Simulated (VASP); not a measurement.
# SnO (P4mm) in VASP: further runs

Runs on SnO. Level: PBEsol+D3(BJ). Tasks: single point.

Everything below comes from runs of VASP 6.6.1. Logs are shortened: lines on timing, memory, paths and dates and some standing lists are left out, and cuts for length are marked.

### Step 1. The cell of the first run

It takes space group P4mm (No. 99, tetragonal). The conventional cell has a = 3.802 Å, b = 3.802 Å, c = 4.836 Å, α = 90.00°, β = 90.00°, γ = 90.00°. Sn (site symmetry 4mm) has 4 O at 2.35 Å within 3.1 Å. Sn (site symmetry 4mm) has 4 O at 2.22 Å within 2.9 Å. Within 2.9 Å of O (site symmetry 2mm) lie 4 Sn at 2.22 to 2.35 Å and 4 O at 2.69 Å.

### Step 2. Single point, PBEsol+D3(BJ) (atom 1 (Sn) moved by (+0.000, +0.225) A along y and z)

Input file INCAR:

```
SYSTEM = SnO
ALGO = Normal
EDIFF = 1E-7
ENCUT = 520
GGA = PS
ISIF = 2
ISMEAR = 0
IVDW = 12
LASPH = .TRUE.
LCHARG = .FALSE.
LREAL = .FALSE.
LWAVE = .FALSE.
NBANDS = 28
NELM = 60
PREC = Accurate
SIGMA = 0.15
```

Input file KPOINTS:

```
k-points
0
G
  12 12 10
  0 0 0
```

Input file POSCAR:

```
SnO
1.0
    3.8020000000      0.0000000000      0.0000000000
    0.0000000000      3.8020000000      0.0000000000
    0.0000000000      0.0000000000      4.8360000000
Sn O
2 2
Direct
    0.0000000000      0.5000000000      0.2850260546
    0.5000000000      0.0000000000      0.7615000000
    0.0000000000      0.0000000000      0.0000000000
    0.5000000000      0.5000000000      0.0000000000
```

Potentials or basis: VASP PAW PBE potentials, release 64 (Sn_d, O).

On the command line:

```console
> cat potpaw_PBE.64/Sn_d/POTCAR potpaw_PBE.64/O/POTCAR > POTCAR
> mpirun -np 1 vasp_std > vasp.out
```

OUTCAR:

```text
SYSTEM = SnO
   EDIFF = 1E-7
   ENCUT = 520
   GGA = PS
   ISIF = 2
   ISMEAR = 0
   IVDW = 12
   LASPH = .TRUE.
   LREAL = .FALSE.
   NELM = 60
   PREC = Accurate
 IVDW          = 12

 ion  position               nearest neighbor table
   1  0.000  0.500  0.285-   3 2.35   4 2.35   3 2.35   4 2.35   2 3.54   2 3.54   2 3.54   2 3.54
                             2 3.69   2 3.69   2 3.69   2 3.69
   2  0.500  0.000  0.761-   3 2.22   4 2.22   4 2.22   3 2.22   1 3.54   1 3.54   1 3.54   1 3.54
                             1 3.69   1 3.69   1 3.69   1 3.69
   3  0.000  0.000  0.000-   2 2.22   2 2.22   1 2.35   1 2.35
   4  0.500  0.500  0.000-   2 2.22   2 2.22   1 2.35   1 2.35

  LATTYP: Found a simple tetragonal cell.
 ALAT       =     3.8020000000
 C/A-ratio  =     1.2719621252

  Lattice vectors:

 A1 = (   3.8020000000,   0.0000000000,   0.0000000000)
 A2 = (   0.0000000000,   3.8020000000,   0.0000000000)
 A3 = (   0.0000000000,   0.0000000000,   4.8360000000)

Analysis of symmetry for initial positions (statically):
=====================================================================
 Subroutine PRICEL returns:
 Original cell was already a primitive cell.

 Routine SETGRP: Setting up the symmetry group for a
 simple tetragonal supercell.

 Subroutine GETGRP returns: Found  8 space group operations
 (whereof  4 operations were pure point group operations)
 out of a pool of 16 trial point group operations.

The static configuration has the point symmetry C_2v.
 The point group associated with its full space group is C_4v.

Analysis of symmetry for dynamics (positions and initial velocities):
=====================================================================
 Subroutine PRICEL returns:
 Original cell was already a primitive cell.

 Routine SETGRP: Setting up the symmetry group for a
 simple tetragonal supercell.

 Subroutine GETGRP returns: Found  8 space group operations
 (whereof  4 operations were pure point group operations)
 out of a pool of 16 trial point group operations.

The dynamic configuration has the point symmetry C_2v.
 The point group associated with its full space group is C_4v.

 Subroutine INISYM returns: Found  8 space group operations
 (whereof  4 operations are pure point group operations),
 and found     1 'primitive' translations

----------------------------------------------------------------------------------------

                                     Primitive cell

  volume of cell :      69.9054

  direct lattice vectors                    reciprocal lattice vectors
     3.802000000  0.000000000  0.000000000     0.263019463  0.000000000  0.000000000
     0.000000000  3.802000000  0.000000000     0.000000000  0.263019463  0.000000000
     0.000000000  0.000000000  4.836000000     0.000000000  0.000000000  0.206782465

  length of vectors
     3.802000000  3.802000000  4.836000000     0.263019463  0.263019463  0.206782465

  position of ions in fractional coordinates (direct lattice)
     0.000000000  0.500000000  0.285026055
     0.500000000  0.000000000  0.761500000
     0.000000000  0.000000000  0.000000000
     0.500000000  0.500000000  0.000000000

  ion indices of the primitive-cell ions
   primitive index   ion index
                 1           1
                 2           2
                 3           3
                 4           4

----------------------------------------------------------------------------------------

 KPOINTS: k-points

Automatic generation of k-mesh.
 Grid dimensions read from file:
 generate k-points for:   12   12   10

 Generating k-lattice:

  Cartesian coordinates                     Fractional coordinates (reciprocal lattice)
     0.021918289  0.000000000  0.000000000     0.083333333  0.000000000  0.000000000
     0.000000000  0.021918289  0.000000000     0.000000000  0.083333333  0.000000000
     0.000000000  0.000000000  0.020678246     0.000000000  0.000000000  0.100000000

  Length of vectors
     0.021918289  0.021918289  0.020678246

  Shift w.r.t. Gamma in fractional coordinates (k-lattice)
     0.000000000  0.000000000  0.000000000

 Subroutine IBZKPT returns following result:
 ===========================================

 Found    168 irreducible k-points:

 Following reciprocal coordinates:
            Coordinates               Weight
  0.000000  0.000000  0.000000      1.000000
  0.083333  0.000000  0.000000      4.000000
  0.166667  0.000000  0.000000      4.000000
  0.250000  0.000000  0.000000      4.000000
  0.333333  0.000000  0.000000      4.000000
  0.416667  0.000000  0.000000      4.000000
[... 16 lines left out ...]
  0.333333  0.333333  0.000000      4.000000
  0.416667  0.333333  0.000000      8.000000
 [... further k-points ...]
   k-points           NKPTS =    168   k-points in BZ     NKDIM =    168   number of bands    NBANDS=     28
   number of dos      NEDOS =    301   number of ions     NIONS =      4
   total plane-waves  NPLWV =  28224
   dimension x,y,z NGX =    28 NGY =   28 NGZ =   36
   dimension x,y,z NGXF=    56 NGYF=   56 NGZF=   72
   ions per type =               2   2
   NGX,Y,Z   is equivalent  to a cutoff of  12.24, 12.24, 12.38 a.u.
   NGXF,Y,Z  is equivalent  to a cutoff of  24.49, 24.49, 24.75 a.u.
 SYSTEM =  SnO
   PREC   = accura    normal or accurate (medium, high low for compatibility)
   ISTART =      0    job   : 0-new  1-cont  2-samecut
   ICHARG =      2    charge: 1-file 2-atom 10-const
   ISPIN  =      1    spin polarized calculation?
   LNONCOLLINEAR =      F non collinear calculations
   LSORBIT =      F    spin-orbit coupling
   LASPH  =      T    aspherical Exc in radial PAW
   ENCUT  =  520.0 eV  38.22 Ry    6.18 a.u.   7.07  7.07  8.99*2*pi/ulx,y,z
   NELM   =     60;   NELMIN=  2; NELMDL= -5     # of ELM steps
   EDIFF  = 0.1E-06   stopping-criterion for ELM
   LREAL  =      F    real-space projection
   EDIFFG = 0.1E-05   stopping-criterion for IOM
   NSW    =      0    number of steps for IOM
   IBRION =     -1    ionic relax: 0-MD 1-quasi-New 2-CG
   NFREE  =      0    steps in history (QN), initial steepest desc. (CG)
   ISIF   =      2    stress and relaxation
   ISYM   =      2    0-nonsym 1-usesym 2-fastsym
   POTIM  = 0.5000    time-step for ionic-motion
   TEBEG  =    0.0;   TEEND  =   0.0 temperature during run
   PSTRESS=    0.0 pullay stress
   NELECT =      40.0000    total number of electrons
   NUPDOWN=      -1.0000    fix difference up-down
   EMIN   =  10.00;   EMAX   =-10.00  energy-range for DOS
   EFERMI =   0.00;   METHOD = LEGACY
   ISMEAR =     0;   SIGMA  =   0.15  broadening in eV -4-tet -1-fermi 0-gaus
   EFERMI_NEDOS =   21; number of points for ismear=-14 and -15
   IALGO  =     38    algorithm
   IMIX   =      4    mixing-type and parameters
     AMIX     =   0.40;   BMIX     =  1.00
     AMIX_MAG =   1.60;   BMIX_MAG =  1.00
  volume/ion in A,a.u.               =      17.48       117.94
  Fermi-wavevector in a.u.,A,eV,Ry     =   1.359121  2.568365 25.132801  1.847209
  Thomas-Fermi vector in A             =   2.485896
   LORBIT       =      0    0 simple, 1 ext, 2 COOP (PROOUT), +10 PAW based schemes
   GGA     = PS    functional components
   LHFCALC =     F    Hartree Fock is set to
   AEXX    =    0.0000 exact exchange contribution
   IVDW    =    12    specifies the selected vdW correction
   LEPSILON=     F    determine dielectric tensor
   LRPA    =     F    only Hartree local field effects (RPA)
 non-spin polarized calculation
 Gauss-broadening in eV      SIGMA  =   0.15
  energy-cutoff  :      520.00
  volume of cell :       69.91
 maximum number of plane-waves:      1904
   NGX = 15   NGY = 15   NGZ = 17

 number of electron      39.9999990 magnetization

 Free energy of the ion-electron system (eV)
  ---------------------------------------------------
  ext. energy  EPLUGINS =         0.00000000
  ---------------------------------------------------
  free energy    TOTEN  =       -23.95462230 eV

  energy without entropy =      -23.95044152  energy(sigma->0) =      -23.95253191

 E-fermi :   6.8233     XC(G=0): -10.5684

 val. band max:        6.8071029944   @ k =   0.4167   0.4167   0.1000
 cond. band min:       6.8327619107   @ k =   0.5000   0.4167   0.1000
 fundamental gap:      0.0256589163
 Fermi energy:         6.8233468264

 k-point     1 :       0.0000    0.0000    0.0000
  band No.  band energies     occupation
      1     -14.8633      2.00000
      2     -14.6409      2.00000
      3     -14.6179      2.00000
      4     -14.6179      2.00000
      5     -14.5973      2.00000
      6     -14.5772      2.00000
[... 20 lines left out ...]
     27      13.0359      0.00000
     28      13.5209      0.00000

 k-point     2 :       0.0833    0.0000    0.0000
  band No.  band energies     occupation
      1     -14.8593      2.00000
      2     -14.6416      2.00000
      3     -14.6233      2.00000
      4     -14.6168      2.00000
      5     -14.5960      2.00000
      6     -14.5717      2.00000
[... 20 lines left out ...]
     27      13.1786      0.00000
     28      14.1111      0.00000

 k-point     3 :       0.1667    0.0000    0.0000
  band No.  band energies     occupation
      1     -14.8479      2.00000
      2     -14.6437      2.00000
      3     -14.6371      2.00000
      4     -14.6137      2.00000
      5     -14.5927      2.00000
      6     -14.5594      2.00000
[... 20 lines left out ...]
     27      13.3227      0.00000
     28      15.4319      0.00000

 k-point     4 :       0.2500    0.0000    0.0000
  band No.  band energies     occupation
      1     -14.8310      2.00000
      2     -14.6580      2.00000
      3     -14.6465      2.00000
      4     -14.6093      2.00000
      5     -14.5887      2.00000
      6     -14.5458      2.00000
[... 578 lines left out ...]
     27      14.5947      0.00000
     28      15.1208      0.00000

 k-point    23 :       0.3333    0.3333    0.0000
  band No.  band energies     occupation
      1     -14.8182      2.00000
      2     -14.7633      2.00000
      3     -14.6634      2.00000
      4     -14.6382      2.00000
      5     -14.5769      2.00000
      6     -14.4727      2.00000
[... 20 lines left out ...]
     27      14.6454      0.00000
     28      15.2031      0.00000

 k-point    24 :       0.4167    0.3333    0.0000
  band No.  band energies     occupation
      1     -14.8179      2.00000
      2     -14.7905      2.00000
      3     -14.6669      2.00000
      4     -14.6326      2.00000
      5     -14.5752      2.00000
      6     -14.4583      2.00000
[... 20 lines left out ...]
     27      14.5406      0.00000
     28      15.3182      0.00000

 [... further k-points ...]

------------------------ aborting loop because EDIFF is reached ----------------------------------------

 Edisp (eV)   -0.86476

 E8    (eV) :    -0.5720

  FORCE on cell =-STRESS in cart. coord.  units (eV):
  Direction    XX          YY          ZZ          XY          YZ          ZX
  --------------------------------------------------------------------------------------
  -------------------------------------------------------------------------------------
  Total      -2.74397    -2.74397    -5.15614     0.00000     0.00000     0.00000
  in kB     -62.88962   -62.88962  -118.17473     0.00000     0.00000     0.00000
  external pressure =      -81.32 kB  Pullay stress =        0.00 kB

 VOLUME and BASIS-vectors are now :
 -----------------------------------------------------------------------------
  energy-cutoff  :      520.00
  volume of cell :       69.91
      direct lattice vectors                 reciprocal lattice vectors
     3.802000000  0.000000000  0.000000000     0.263019463  0.000000000  0.000000000
     0.000000000  3.802000000  0.000000000     0.000000000  0.263019463  0.000000000
     0.000000000  0.000000000  4.836000000     0.000000000  0.000000000  0.206782465

 POSITION                                       TOTAL-FORCE (eV/Angst)
 -----------------------------------------------------------------------------------
      0.00000      1.90100      1.37839         0.000000      0.000000     -2.252402
      1.90100      0.00000      3.68261         0.000000      0.000000      1.129408
      0.00000      0.00000      0.00000         0.000000      0.000000      0.561497
      1.90100      1.90100      0.00000         0.000000      0.000000      0.561497
 -----------------------------------------------------------------------------------
    total drift:                                0.000000      0.000000      0.000081

  FREE ENERGIE OF THE ION-ELECTRON SYSTEM (eV)
  ---------------------------------------------------
  free  energy   TOTEN  =       -24.8193871001 eV

  energy  without entropy=      -24.8152063190  energy(sigma->0) =      -24.81729671
```

Wall time 4.8 min (1 thread of Intel Xeon 8259CL, shared host); peak memory 0.38 GiB.

What came out:

| Item | Value |
| --- | --- |
| Free energy | -24.8194 eV |
| Pressure | -8.1 GPa |
| Largest force | 2.252 eV/Å |
| Band gap on the k mesh | zero (bands 20 and 21 overlap by 0.75 eV) |
| Dispersion energy per atom | -0.216 eV |

Forces on the atoms (eV/Å):
```
Sn   0.000  0.000 -2.252
Sn   0.000  0.000  1.129
O    0.000  0.000  0.561
O    0.000  0.000  0.561
```

Levels at points of the mesh, in eV from the Fermi level:
| k point | band 18 | band 19 | band 20 | band 21 | band 22 | band 23 |
| --- | --- | --- | --- | --- | --- | --- |
| (0.00, 0.00, 0.00) | -2.38 | -2.38 | 0.23 | 2.49 | 4.02 | 4.02 |
| (0.50, 0.00, 0.00) | -3.86 | -2.86 | -2.78 | 3.10 | 3.22 | 5.19 |
| (0.50, 0.50, 0.00) | -1.91 | -1.80 | -1.64 | -0.52 | -0.52 | 3.73 |
| (0.00, 0.00, 0.50) | -2.40 | -2.40 | -2.29 | 2.28 | 2.49 | 2.49 |
| (0.50, 0.00, 0.50) | -3.81 | -1.96 | -1.50 | 2.44 | 2.69 | 4.69 |
| (0.50, 0.50, 0.50) | -2.66 | -1.91 | -1.64 | 1.85 | 1.85 | 4.20 |

Caveat: the cell differs from its parent crystal (atom 1 (Sn) moved by (+0.000, +0.225) A along y and z); the stress differs along the axes, from -12 to -6 GPa; semilocal functionals underestimate gaps, and a narrow one can read as zero; the PAW data sets were made with another functional, which shifts forces and pressure a little; spin-orbit coupling is left out, which moves the levels of the heavy elements.

(Continued in part 2 of 2.)

The gap in the log of VASP goes by the Fermi energy; the results here count the filled bands.